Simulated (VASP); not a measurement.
# GeCN2 (R-3m) in VASP: a series of runs

The runs below take GeCN2 through single point, with LDA.

Everything below comes from runs of VASP 6.6.1. Logs are shortened: lines on timing, memory, paths and dates and some standing lists are left out, and cuts for length are marked.

### 1 The cell of the first run

Symmetry: R-3m, No. 166, trigonal system. The conventional cell has a = 3.635 Å, b = 3.635 Å, c = 14.960 Å, α = 90.00°, β = 90.00°, γ = 120.00°. Within 3.2 Å of Ge (site symmetry -3m) lie 6 N at 2.44 Å. Within 1.7 Å of N (site symmetry 3m) lie 1 C at 1.26 Å. C (site symmetry -3m) has 2 N at 1.26 Å within 1.7 Å.

### 2 Single point, LDA

The input, INCAR:

```
ALGO = Normal
EDIFF = 1E-6
ENCUT = 520
GGA = CA
ISIF = 2
ISMEAR = -1
LASPH = True
LCHARG = False
LREAL = False
LWAVE = False
NBANDS = 22
NELM = 60
PREC = Accurate
SIGMA = 0.05
```

The input, KPOINTS:

```
k-points
0
Gamma
  9 9 9
```

The input, POSCAR:

```
GeCN2
1.0
    1.8173955815      1.0492738282      4.9867272349
   -1.8173955815      1.0492738282      4.9867272349
    0.0000000000     -2.0985476564      4.9867272349
Ge N C
1 2 1
Direct
    0.0000000000      0.0000000000      0.0000000000
    0.5839044000      0.5839044000      0.5839044000
    0.4160956000      0.4160956000      0.4160956000
    0.5000000000      0.5000000000      0.5000000000
```

Potentials or basis: VASP PAW LDA potentials, release 64 (Ge_d, N, C).

Command:

```
$ cat potpaw_LDA.64/Ge_d/POTCAR potpaw_LDA.64/N/POTCAR potpaw_LDA.64/C/POTCAR > POTCAR
$ mpirun -np 1 vasp_std > vasp.out
```

OUTCAR:

```text
EDIFF = 1E-6
   ENCUT = 520
   GGA = CA
   ISIF = 2
   ISMEAR = -1
   LASPH = True
   LREAL = False
   NELM = 60
   PREC = Accurate

 ion  position               nearest neighbor table
   1  0.000  0.000  0.000-
   2  0.584  0.584  0.584-   4 1.26
   3  0.416  0.416  0.416-   4 1.26
   4  0.500  0.500  0.500-   2 1.26   3 1.26

  LATTYP: Found a trigonal (rhomboedric) cell.
 ALAT       =     5.4103004336
 COS(alpha) =     0.7743235887

  Lattice vectors:

 A1 = (   1.8173955815,   1.0492738282,   4.9867272349)
 A2 = (  -1.8173955815,   1.0492738282,   4.9867272349)
 A3 = (   0.0000000000,  -2.0985476564,   4.9867272349)

Analysis of symmetry for initial positions (statically):
=====================================================================
 Subroutine PRICEL returns:
 Original cell was already a primitive cell.

 Routine SETGRP: Setting up the symmetry group for a
 trigonal (rhombohedral) supercell.

 Subroutine GETGRP returns: Found 12 space group operations
 (whereof 12 operations were pure point group operations)
 out of a pool of 12 trial point group operations.

The static configuration has the point symmetry D_3d.

Analysis of symmetry for dynamics (positions and initial velocities):
=====================================================================
 Subroutine PRICEL returns:
 Original cell was already a primitive cell.

 Routine SETGRP: Setting up the symmetry group for a
 trigonal (rhombohedral) supercell.

 Subroutine GETGRP returns: Found 12 space group operations
 (whereof 12 operations were pure point group operations)
 out of a pool of 12 trial point group operations.

The dynamic configuration has the point symmetry D_3d.

 Subroutine INISYM returns: Found 12 space group operations
 (whereof 12 operations are pure point group operations),
 and found     1 'primitive' translations

----------------------------------------------------------------------------------------

                                     Primitive cell

  volume of cell :      57.0565

  direct lattice vectors                    reciprocal lattice vectors
     1.817395582  1.049273828  4.986727235     0.275118970  0.158840011  0.066844108
[... 84 lines left out ...]
   ISPIN  =      1    spin polarized calculation?
   LNONCOLLINEAR =      F non collinear calculations
   LSORBIT =      F    spin-orbit coupling
   LASPH  =      T    aspherical Exc in radial PAW
   ENCUT  =  520.0 eV  38.22 Ry    6.18 a.u.  10.06 10.06 10.06*2*pi/ulx,y,z
   NELM   =     60;   NELMIN=  2; NELMDL= -5     # of ELM steps
   EDIFF  = 0.1E-05   stopping-criterion for ELM
   LREAL  =      F    real-space projection
   EDIFFG = 0.1E-04   stopping-criterion for IOM
   NSW    =      0    number of steps for IOM
   IBRION =     -1    ionic relax: 0-MD 1-quasi-New 2-CG
   NFREE  =      0    steps in history (QN), initial steepest desc. (CG)
   ISIF   =      2    stress and relaxation
   ISYM   =      2    0-nonsym 1-usesym 2-fastsym
   POTIM  = 0.5000    time-step for ionic-motion
   TEBEG  =    0.0;   TEEND  =   0.0 temperature during run
   PSTRESS=    0.0 pullay stress
   NELECT =      28.0000    total number of electrons
   NUPDOWN=      -1.0000    fix difference up-down
   EMIN   =  10.00;   EMAX   =-10.00  energy-range for DOS
   EFERMI =   0.00;   METHOD = LEGACY
   ISMEAR =    -1;   SIGMA  =   0.05  broadening in eV -4-tet -1-fermi 0-gaus
   EFERMI_NEDOS =   21; number of points for ismear=-14 and -15
   IALGO  =     38    algorithm
   IMIX   =      4    mixing-type and parameters
     AMIX     =   0.40;   BMIX     =  1.00
     AMIX_MAG =   1.60;   BMIX_MAG =  1.00
  volume/ion in A,a.u.               =      14.26        96.26
  Fermi-wavevector in a.u.,A,eV,Ry     =   1.291296  2.440195 22.686969  1.667445
  Thomas-Fermi vector in A             =   2.423075
   LORBIT       =      0    0 simple, 1 ext, 2 COOP (PROOUT), +10 PAW based schemes
   GGA     = CA    functional components
   LHFCALC =     F    Hartree Fock is set to
   AEXX    =    0.0000 exact exchange contribution
   IVDW    =     0    specifies the selected vdW correction
   LEPSILON=     F    determine dielectric tensor
   LRPA    =     F    only Hartree local field effects (RPA)
 non-spin polarized calculation
  energy-cutoff  :      520.00
  volume of cell :       57.06
 maximum number of plane-waves:      1553
   NGX = 21   NGY = 21   NGZ = 21

 number of electron      27.9999997 magnetization

 Free energy of the ion-electron system (eV)
  ---------------------------------------------------
  ext. energy  EPLUGINS =         0.00000000
  ---------------------------------------------------
  free energy    TOTEN  =       -32.05002523 eV

  energy without entropy =      -32.05002471  energy(sigma->0) =      -32.05002497

 E-fermi :   3.3448     XC(G=0): -10.0113

 val. band max:        2.7807941191   @ k =  -0.4444  -0.4444   0.2222
 cond. band min:       3.8170880752   @ k =   0.4444   0.4444   0.4444
 fundamental gap:      1.0362939562
 Fermi energy:         3.3448295767

 k-point     1 :       0.0000    0.0000    0.0000
  band No.  band energies     occupation
      1     -21.9430      2.00000
      2     -21.9387      2.00000
      3     -21.9387      2.00000
      4     -21.9311      2.00000
      5     -21.9311      2.00000
      6     -15.8297      2.00000
[... 589 lines left out ...]
     21      11.6389      0.00000
     22      14.4487      0.00000

 [... further k-points ...]

------------------------ aborting loop because EDIFF is reached ----------------------------------------

  FORCE on cell =-STRESS in cart. coord.  units (eV):
  Direction    XX          YY          ZZ          XY          YZ          ZX
  --------------------------------------------------------------------------------------
  -------------------------------------------------------------------------------------
  Total       -2.5626407     -2.5626407     -6.4000894      0.0000000      0.0000000      0.0000000
  in kB      -71.9603272    -71.9603272   -179.7179469      0.0000000      0.0000000      0.0000000
  external PRESSURE =    -107.8795338 kB  Pullay stress =       0.0000000 kB

 VOLUME and BASIS-vectors are now :
 -----------------------------------------------------------------------------
  energy-cutoff  :      520.00
  volume of cell :       57.06
      direct lattice vectors                 reciprocal lattice vectors
     1.817395582  1.049273828  4.986727235     0.275118970  0.158840011  0.066844108
    -1.817395582  1.049273828  4.986727235    -0.275118970  0.158840011  0.066844108
     0.000000000 -2.098547656  4.986727235     0.000000000 -0.317680022  0.066844108

 POSITION                                       TOTAL-FORCE (eV/Angst)
 -----------------------------------------------------------------------------------
      0.00000      0.00000      0.00000         0.000000      0.000000     -0.000000
      0.00000      0.00000      8.73532         0.000000      0.000000     -1.249683
      0.00000      0.00000      6.22487         0.000000     -0.000000      1.249683
      0.00000      0.00000      7.48009         0.000000      0.000000     -0.000000
 -----------------------------------------------------------------------------------
    total drift:                               -0.000000      0.000000     -0.000000

  FREE ENERGIE OF THE ION-ELECTRON SYSTEM (eV)
  ---------------------------------------------------
  free  energy   TOTEN  =       -32.0500252340 eV

  energy  without entropy=      -32.0500247071  energy(sigma->0) =      -32.05002497
```

OSZICAR:

```text
N       E                     dE             d eps       ncg     rms          rms(c)
DAV:   1     0.221810740361E+03    0.22181E+03   -0.13833E+04  4634   0.248E+03
DAV:   2    -0.224376065100E+01   -0.22405E+03   -0.20902E+03  4212   0.669E+02
DAV:   3    -0.340625920221E+02   -0.31819E+02   -0.31429E+02  4528   0.136E+02
DAV:   4    -0.354040142241E+02   -0.13414E+01   -0.13404E+01  4198   0.309E+01
DAV:   5    -0.354319996320E+02   -0.27985E-01   -0.27984E-01  4662   0.481E+00    0.104E+01
DAV:   6    -0.322241603905E+02    0.32078E+01   -0.80571E+00  4990   0.212E+01    0.469E+00
DAV:   7    -0.320949250250E+02    0.12924E+00   -0.86270E-01  4620   0.525E+00    0.263E+00
DAV:   8    -0.320557065261E+02    0.39218E-01   -0.11672E-01  4316   0.251E+00    0.941E-01
DAV:   9    -0.320499962370E+02    0.57103E-02   -0.10477E-02  4442   0.710E-01    0.213E-01
DAV:  10    -0.320500126065E+02   -0.16369E-04   -0.12678E-03  4326   0.269E-01    0.866E-02
DAV:  11    -0.320500270036E+02   -0.14397E-04   -0.16941E-04  5068   0.133E-01    0.156E-02
DAV:  12    -0.320500257901E+02    0.12135E-05   -0.26572E-05  5390   0.643E-02    0.783E-03
DAV:  13    -0.320500252340E+02    0.55605E-06   -0.32359E-06  4376   0.163E-02
   1 F= -.32050025E+02 E0= -.32050025E+02  d E =-.526961E-06
```

stdout:

```text
POSCAR found type information on POSCAR GeN C
 POSCAR found :  3 types and       4 ions
 scaLAPACK will be used
 LDA part: xc-table for (Slater(with rela. corr.)+CA(PZ))
 , standard interpolation
 POSCAR, INCAR and KPOINTS ok, starting setup
 FFT: planning ... GRIDC
 FFT: planning ... GRID_SOFT
 FFT: planning ... GRID
 WAVECAR not read
 entering main loop
```

It took 3 min on 1 thread of Intel Xeon Platinum 8488C (Sapphire Rapids), shared host; peak memory 0.27 GiB.

Results:

| Item | Value |
| --- | --- |
| Free energy | -32.0500 eV |
| Pressure | -10.8 GPa |
| Largest force | 1.250 eV/Å |
| Band gap on the k mesh | 1.04 eV, indirect (least direct gap 1.88 eV) |

Forces in eV/Å, atoms in the order of the input:
```
Ge   0.000  0.000  0.000
N    0.000  0.000 -1.250
N    0.000  0.000  1.250
C    0.000  0.000  0.000
```

Caveat: forces of over 1 eV/Å act on the atoms, so gaps and moduli don't describe the material at rest. A k mesh can miss the band edges.

### 3 Single point, LDA (volume scaled by 0.94)

The input, INCAR:

```
SYSTEM = GeCN2
PREC = Accurate ; ENCUT = 520
EDIFF = 1E-6 ; ISMEAR = -1
SIGMA = 0.05 ; LREAL = .FALSE.
LASPH = .TRUE. ; NELM = 60
ALGO = Normal ; ISIF = 2
LWAVE = .FALSE. ; LCHARG = .FALSE.
NBANDS = 22
```

The input, KPOINTS:

```
regular mesh
0
G
  9 9 9
  0 0 0
```

The input, POSCAR:

```
GeCN2
1.0
    1.7571721281      1.0145038012      4.8214809130
   -1.7571721281      1.0145038012      4.8214809130
    0.0000000000     -2.0290076023      4.8214809130
Ge N C
1 2 1
Direct
    0.0000000000      0.0000000000      0.0000000000
    0.5839044000      0.5839044000      0.5839044000
    0.4160956000      0.4160956000      0.4160956000
    0.5000000000      0.5000000000      0.5000000000
```

Potentials or basis: VASP PAW LDA potentials, release 64 (Ge_d, N, C).

Command:

```
$ cat potpaw_LDA.64/Ge_d/POTCAR potpaw_LDA.64/N/POTCAR potpaw_LDA.64/C/POTCAR > POTCAR
$ mpirun -np 1 vasp_std > vasp.out
```

Run time: 84 s. Hardware: 1 thread of Intel Xeon Platinum 8559C (Emerald Rapids), shared host; peak memory 0.25 GiB.

It converged, with:

* Free energy: -32.2103 eV
* Pressure: 2.0 GPa
* Largest force: 1.717 eV/Å
* Band gap on the k mesh: 0.80 eV, indirect (least direct gap 1.48 eV)

Forces on the atoms (eV/Å):
```
Ge   0.000  0.000  0.000
N    0.000  0.000  1.717
N    0.000  0.000 -1.717
C    0.000  0.000  0.000
```

Stress tensor (GPa, compression positive):
```
-2.63  0.00  0.00
 0.00 -2.63  0.00
 0.00  0.00 11.40
```

Levels at points of the mesh, in eV from the valence-band top:
```tsv
k point	band 10	band 11	band 12	band 13	band 14	band 15	band 16	band 17	band 18	band 19
(0.00, 0.00, 0.00)	-5.62	-5.62	-2.17	-2.17	-1.75	2.44	3.26	3.26	4.67	7.44
```

Caveat: forces of over 1 eV/Å act on the atoms, so gaps and moduli don't describe the material at rest.

### 4 Single point, LDA (volume scaled by 0.96)

The input, INCAR:

```
SYSTEM = GeCN2
PREC = Accurate
ENCUT = 520
EDIFF = 1E-7
ISMEAR = -1
SIGMA = 0.05
LREAL = .FALSE.
LASPH = .TRUE.
NELM = 60
ALGO = Normal
ISIF = 2
LWAVE = .FALSE.
LCHARG = .TRUE.
LELF = .TRUE.
LVHAR = .TRUE.
NBANDS = 22
```

KPOINTS is that of step 3.

The input, POSCAR:

```
GeCN2
1.0
    1.7695469874      1.0216484295      4.8554361226
   -1.7695469874      1.0216484295      4.8554361226
    0.0000000000     -2.0432968590      4.8554361226
Ge N C
1 2 1
Direct
    0.0000000000      0.0000000000      0.0000000000
    0.5839044000      0.5839044000      0.5839044000
    0.4160956000      0.4160956000      0.4160956000
    0.5000000000      0.5000000000      0.5000000000
```

Command:

```
$ cat potpaw_LDA.64/Ge_d/POTCAR potpaw_LDA.64/N/POTCAR potpaw_LDA.64/C/POTCAR > POTCAR
$ mpirun -np 1 vasp_std > vasp.out
```

It took 1.7 min on 1 thread of Intel Xeon Platinum 8559C (Emerald Rapids), shared host; peak memory 0.26 GiB.

Results (log left out):

```yaml
Free_energy: -32.2152 eV
Pressure: -1.0 GPa
Largest_force: 1.039 eV/Å
Band_gap_on_the_k_mesh: 0.86 eV, indirect (least direct gap 1.58 eV)
```

Forces in eV/Å, atoms in the order of the input:
```
Ge   0.000  0.000  0.000
N    0.000  0.000  1.039
N    0.000  0.000 -1.039
C    0.000  0.000  0.000
```

Stress tensor (GPa, compression positive):
```
-3.69  0.00  0.00
 0.00 -3.69  0.00
 0.00  0.00  4.42
```

Levels at points of the mesh, in eV from the valence-band top:
| k point | band 10 | band 11 | band 12 | band 13 | band 14 | band 15 | band 16 | band 17 | band 18 | band 19 |
| --- | --- | --- | --- | --- | --- | --- | --- | --- | --- | --- |
| (0.00, 0.00, 0.00) | -5.45 | -5.45 | -2.05 | -2.05 | -1.82 | 2.45 | 3.25 | 3.25 | 4.69 | 7.37 |

Caveat: forces of over 1 eV/Å act on the atoms, so gaps and moduli don't describe the material at rest. A k mesh can miss the band edges.

### 5 Summary

```tsv
cell	gap on the mesh (eV)	pressure (GPa)	largest force (eV/Å)
a = 5.410 Å, angles 39.3°, 4 atoms	1.04	-10.8	1.25
a = 5.231 Å, angles 39.3°, 4 atoms	0.80	2.0	1.72
a = 5.268 Å, angles 39.3°, 4 atoms	0.86	-1.0	1.04
```

Alike in all rows: task single point; level LDA; potentials or basis VASP PAW LDA potentials, release 64 (Ge_d, N, C); no spin polarisation; k mesh 9 × 9 × 9; cutoff (eV) 520; smearing fermi-dirac 0.05 eV.

Caveats: forces of over 1 eV/Å act on the atoms, so gaps and moduli don't describe the material at rest.

Total energies depend on the potentials used, so only differences within one code and one set of settings carry meaning.
